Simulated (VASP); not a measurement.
# AlRu (P4/mmm) in VASP: a series of runs

The runs below take AlRu through single point, with PBE.

All numbers are computed with VASP 6.6.1; they aren't measurements. Logs are shortened: lines on timing, memory, paths and dates and some standing lists are left out, and cuts for length are marked.

## (1) The cell of the first run

It takes space group P4/mmm (No. 123, tetragonal). Conventional cell: a = 2.741 Å, b = 2.741 Å, c = 3.563 Å, α = 90.00°, β = 90.00°, γ = 90.00°. Within 3.5 Å of Al (site symmetry 4/mmm) lie 8 Ru at 2.63 Å and 4 Al at 2.74 Å. Within 3.5 Å of Ru (site symmetry 4/mmm) lie 8 Al at 2.63 Å and 4 Ru at 2.74 Å.

## (2) Single point, PBE

Input file INCAR:

```
SYSTEM = AlRu
ALGO = Fast
EDIFF = 1E-6
ENCUT = 520
GGA = PE
ISIF = 2
ISMEAR = 0
LASPH = .True.
LCHARG = .False.
LREAL = .False.
LWAVE = .False.
NBANDS = 16
NELM = 80
PREC = Accurate
SIGMA = 0.15
```

Input file KPOINTS:

```
k-points
0
Gamma
  18 18 18
  0 0 0
```

Input file POSCAR:

```
AlRu
1.0
    2.7410843945      0.0000000000      0.0000000000
    0.0000000000      2.7410843945      0.0000000000
    0.0000000000      0.0000000000      3.5634097128
Al Ru
1 1
Direct
    0.0000000000      0.0000000000      0.0000000000
    0.5000000000      0.5000000000      0.5000000000
```

Potentials or basis: VASP PAW PBE potentials, release 64 (Al, Ru_pv).

The run is started by

```sh
cat potpaw_PBE.64/Al/POTCAR potpaw_PBE.64/Ru_pv/POTCAR > POTCAR
mpirun -np 1 vasp_std > vasp.out
```

OUTCAR:

```text
SYSTEM = AlRu
   EDIFF = 1E-6
   ENCUT = 520
   GGA = PE
   ISIF = 2
   ISMEAR = 0
   LASPH = .True.
   LREAL = .False.
   NELM = 80
   PREC = Accurate

 ion  position               nearest neighbor table
   1  0.000  0.000  0.000-   2 2.63   2 2.63   2 2.63   2 2.63   2 2.63   2 2.63   2 2.63   2 2.63

   2  0.500  0.500  0.500-   1 2.63   1 2.63   1 2.63   1 2.63   1 2.63   1 2.63   1 2.63   1 2.63

  LATTYP: Found a simple tetragonal cell.
 ALAT       =     2.7410843945
 C/A-ratio  =     1.3000000000

  Lattice vectors:

 A1 = (   2.7410843945,   0.0000000000,   0.0000000000)
 A2 = (   0.0000000000,   2.7410843945,   0.0000000000)
 A3 = (   0.0000000000,   0.0000000000,   3.5634097128)

Analysis of symmetry for initial positions (statically):
=====================================================================
 Subroutine PRICEL returns:
 Original cell was already a primitive cell.

 Routine SETGRP: Setting up the symmetry group for a
 simple tetragonal supercell.

 Subroutine GETGRP returns: Found 16 space group operations
 (whereof 16 operations were pure point group operations)
 out of a pool of 16 trial point group operations.

The static configuration has the point symmetry D_4h.

Analysis of symmetry for dynamics (positions and initial velocities):
=====================================================================
 Subroutine PRICEL returns:
 Original cell was already a primitive cell.

 Routine SETGRP: Setting up the symmetry group for a
 simple tetragonal supercell.

 Subroutine GETGRP returns: Found 16 space group operations
 (whereof 16 operations were pure point group operations)
 out of a pool of 16 trial point group operations.

The dynamic configuration has the point symmetry D_4h.

 Subroutine INISYM returns: Found 16 space group operations
 (whereof 16 operations are pure point group operations),
 and found     1 'primitive' translations

----------------------------------------------------------------------------------------

                                     Primitive cell

  volume of cell :      26.7738

  direct lattice vectors                    reciprocal lattice vectors
     2.741084395  0.000000000  0.000000000     0.364819121  0.000000000  0.000000000
     0.000000000  2.741084395  0.000000000     0.000000000  0.364819121  0.000000000
     0.000000000  0.000000000  3.563409713     0.000000000  0.000000000  0.280630093

  length of vectors
     2.741084395  2.741084395  3.563409713     0.364819121  0.364819121  0.280630093

  position of ions in fractional coordinates (direct lattice)
     0.000000000  0.000000000  0.000000000
     0.500000000  0.500000000  0.500000000

  ion indices of the primitive-cell ions
   primitive index   ion index
                 1           1
                 2           2

----------------------------------------------------------------------------------------

 KPOINTS: k-points

Automatic generation of k-mesh.
 Grid dimensions read from file:
 generate k-points for:   18   18   18

 Generating k-lattice:

  Cartesian coordinates                     Fractional coordinates (reciprocal lattice)
     0.020267729  0.000000000  0.000000000     0.055555556  0.000000000  0.000000000
     0.000000000  0.020267729  0.000000000     0.000000000  0.055555556  0.000000000
     0.000000000  0.000000000  0.015590561     0.000000000  0.000000000  0.055555556

  Length of vectors
     0.020267729  0.020267729  0.015590561

  Shift w.r.t. Gamma in fractional coordinates (k-lattice)
     0.000000000  0.000000000  0.000000000

 Subroutine IBZKPT returns following result:
 ===========================================

 Found    550 irreducible k-points:

 Following reciprocal coordinates:
            Coordinates               Weight
  0.000000  0.000000  0.000000      1.000000
  0.055556  0.000000  0.000000      4.000000
  0.111111  0.000000  0.000000      4.000000
  0.166667  0.000000  0.000000      4.000000
  0.222222  0.000000  0.000000      4.000000
  0.277778  0.000000  0.000000      4.000000
[... 16 lines left out ...]
  0.277778  0.111111  0.000000      8.000000
  0.333333  0.111111  0.000000      8.000000
 [... further k-points ...]
   k-points           NKPTS =    550   k-points in BZ     NKDIM =    550   number of bands    NBANDS=     16
   number of dos      NEDOS =    301   number of ions     NIONS =      2
   total plane-waves  NPLWV =  11200
   dimension x,y,z NGX =    20 NGY =   20 NGZ =   28
   dimension x,y,z NGXF=    40 NGYF=   40 NGZF=   56
   ions per type =               1   1
   NGX,Y,Z   is equivalent  to a cutoff of  12.13, 12.13, 13.06 a.u.
   NGXF,Y,Z  is equivalent  to a cutoff of  24.26, 24.26, 26.13 a.u.
 SYSTEM =  AlRu
   PREC   = accura    normal or accurate (medium, high low for compatibility)
   ISTART =      0    job   : 0-new  1-cont  2-samecut
   ICHARG =      2    charge: 1-file 2-atom 10-const
   ISPIN  =      1    spin polarized calculation?
   LNONCOLLINEAR =      F non collinear calculations
   LSORBIT =      F    spin-orbit coupling
   LASPH  =      T    aspherical Exc in radial PAW
   ENCUT  =  520.0 eV  38.22 Ry    6.18 a.u.   5.10  5.10  6.63*2*pi/ulx,y,z
   NELM   =     80;   NELMIN=  2; NELMDL= -5     # of ELM steps
   EDIFF  = 0.1E-05   stopping-criterion for ELM
   LREAL  =      F    real-space projection
   EDIFFG = 0.1E-04   stopping-criterion for IOM
   NSW    =      0    number of steps for IOM
   IBRION =     -1    ionic relax: 0-MD 1-quasi-New 2-CG
   NFREE  =      0    steps in history (QN), initial steepest desc. (CG)
   ISIF   =      2    stress and relaxation
   ISYM   =      2    0-nonsym 1-usesym 2-fastsym
   POTIM  = 0.5000    time-step for ionic-motion
   TEBEG  =    0.0;   TEEND  =   0.0 temperature during run
   PSTRESS=    0.0 pullay stress
   NELECT =      17.0000    total number of electrons
   NUPDOWN=      -1.0000    fix difference up-down
   EMIN   =  10.00;   EMAX   =-10.00  energy-range for DOS
   EFERMI =   0.00;   METHOD = LEGACY
   ISMEAR =     0;   SIGMA  =   0.15  broadening in eV -4-tet -1-fermi 0-gaus
   EFERMI_NEDOS =   21; number of points for ismear=-14 and -15
   IALGO  =     68    algorithm
   IMIX   =      4    mixing-type and parameters
     AMIX     =   0.40;   BMIX     =  1.00
     AMIX_MAG =   1.60;   BMIX_MAG =  1.00
  volume/ion in A,a.u.               =      13.39        90.34
  Fermi-wavevector in a.u.,A,eV,Ry     =   1.407087  2.659009 26.938090  1.979894
  Thomas-Fermi vector in A             =   2.529382
   LORBIT       =      0    0 simple, 1 ext, 2 COOP (PROOUT), +10 PAW based schemes
   GGA     = PE    functional components
   LHFCALC =     F    Hartree Fock is set to
   AEXX    =    0.0000 exact exchange contribution
   IVDW    =     0    specifies the selected vdW correction
   LEPSILON=     F    determine dielectric tensor
   LRPA    =     F    only Hartree local field effects (RPA)
 non-spin polarized calculation
 RMM-DIIS sequential band-by-band and
 Gauss-broadening in eV      SIGMA  =   0.15
  energy-cutoff  :      520.00
  volume of cell :       26.77
 maximum number of plane-waves:       740
   NGX = 11   NGY = 11   NGZ = 13

 number of electron      17.0000002 magnetization

 Free energy of the ion-electron system (eV)
  ---------------------------------------------------
  ext. energy  EPLUGINS =         0.00000000
  ---------------------------------------------------
  free energy    TOTEN  =       -13.75304611 eV

  energy without entropy =      -13.73010206  energy(sigma->0) =      -13.74157409

 E-fermi :  10.9989     XC(G=0): -12.5632

 val. band max:       10.9962046922   @ k =   0.2222   0.0000   0.1111
 cond. band min:      10.9990062934   @ k =   0.2778   0.1667   0.5000
 fundamental gap:      0.0028016012
 Fermi energy:        10.9989347948

 k-point     1 :       0.0000    0.0000    0.0000
  band No.  band energies     occupation
      1     -31.0670      2.00000
      2     -30.8496      2.00000
      3     -30.8496      2.00000
      4       0.9555      2.00000
      5       6.9082      2.00000
      6       7.1069      2.00000
[... 8 lines left out ...]
     15      22.8580      0.00000
     16      27.3560      0.00000

 k-point     2 :       0.0556    0.0000    0.0000
  band No.  band energies     occupation
      1     -31.0654      2.00000
      2     -30.8644      2.00000
      3     -30.8484      2.00000
      4       1.0237      2.00000
      5       6.9553      2.00000
      6       7.1516      2.00000
[... 8 lines left out ...]
     15      22.8580      0.00000
     16      27.6237      0.00000

 k-point     3 :       0.1111    0.0000    0.0000
  band No.  band energies     occupation
      1     -31.0609      2.00000
      2     -30.9068      2.00000
      3     -30.8448      2.00000
      4       1.2261      2.00000
      5       7.0694      2.00000
      6       7.2986      2.00000
[... 8 lines left out ...]
     15      22.8591      0.00000
     16      27.6561      0.00000

 k-point     4 :       0.1667    0.0000    0.0000
  band No.  band energies     occupation
      1     -31.0540      2.00000
      2     -30.9714      2.00000
      3     -30.8392      2.00000
      4       1.5563      2.00000
      5       7.2114      2.00000
      6       7.5402      2.00000
[... 8 lines left out ...]
     15      22.9865      0.00000
     16      26.8144      0.00000
[... 324 lines left out ...]
 k-point    22 :       0.2222    0.1111    0.0000
  band No.  band energies     occupation
      1     -31.0442      2.00000
      2     -31.0394      2.00000
      3     -30.8886      2.00000
      4       2.2578      2.00000
      5       7.6154      2.00000
      6       7.8931      2.00000
[... 8 lines left out ...]
     15      25.3751      0.00000
     16      25.7576      0.00000

 k-point    23 :       0.2778    0.1111    0.0000
  band No.  band energies     occupation
      1     -31.1266      2.00000
      2     -31.0304      2.00000
      3     -30.8809      2.00000
      4       2.8021      2.00000
      5       7.8002      2.00000
      6       7.9706      2.00000
[... 8 lines left out ...]
     15      24.5667      0.00000
     16      25.4888      0.00000

 k-point    24 :       0.3333    0.1111    0.0000
  band No.  band energies     occupation
      1     -31.2032      2.00000
      2     -31.0219      2.00000
      3     -30.8738      2.00000
      4       3.4360      2.00000
      5       7.7551      2.00000
      6       7.9920      2.00000
[... 8 lines left out ...]
     15      23.4571      0.00000
     16      25.4803      0.00000

 [... further k-points ...]
[... 5 lines left out ...]
  --------------------------------------------------------------------------------------
  -------------------------------------------------------------------------------------
  Total        2.6227564      2.6227564     -0.9700000      0.0000000      0.0000000      0.0000000
  in kB      156.9487888    156.9487888    -58.0459266      0.0000000      0.0000000      0.0000000
  external PRESSURE =      85.2838837 kB  Pullay stress =       0.0000000 kB

 VOLUME and BASIS-vectors are now :
 -----------------------------------------------------------------------------
  energy-cutoff  :      520.00
  volume of cell :       26.77
      direct lattice vectors                 reciprocal lattice vectors
     2.741084395  0.000000000  0.000000000     0.364819121  0.000000000  0.000000000
     0.000000000  2.741084395  0.000000000     0.000000000  0.364819121  0.000000000
     0.000000000  0.000000000  3.563409713     0.000000000  0.000000000  0.280630093

 POSITION                                       TOTAL-FORCE (eV/Angst)
 -----------------------------------------------------------------------------------
      0.00000      0.00000      0.00000         0.000000      0.000000      0.000000
      1.37054      1.37054      1.78170         0.000000      0.000000      0.000000
 -----------------------------------------------------------------------------------
    total drift:                               -0.000000      0.000000      0.000000

  FREE ENERGIE OF THE ION-ELECTRON SYSTEM (eV)
  ---------------------------------------------------
  free  energy   TOTEN  =       -13.7530461134 eV

  energy  without entropy=      -13.7301020642  energy(sigma->0) =      -13.74157409
```

Run time: 2.5 min. Hardware: 1 thread of Intel Xeon 6975P-C, shared host; peak memory 0.33 GiB.

Results:

| Property | Result |
| --- | --- |
| Free energy | -13.7530 eV |
| Pressure | 8.5 GPa |

Levels at points of the mesh, in eV from the Fermi level:
```
           k point  band 7  band 8  band 9  band 10  band 11  band 12
(0.00, 0.00, 0.00)   -0.10   -0.10    1.10     1.33     8.64     8.64
(0.50, 0.00, 0.00)   -2.95   -0.93    0.33     3.48     6.44     6.97
(0.50, 0.50, 0.00)   -2.58   -0.65   -0.65     2.59     6.49     6.97
(0.00, 0.00, 0.50)   -0.75   -0.68   -0.68     1.14     7.85    11.19
(0.50, 0.00, 0.50)   -1.13   -0.86   -0.16    -0.01     4.72     5.42
(0.50, 0.50, 0.50)    0.48    2.60    2.65     3.11     4.61     4.61
```

(Part 1 of 2 ends here.)
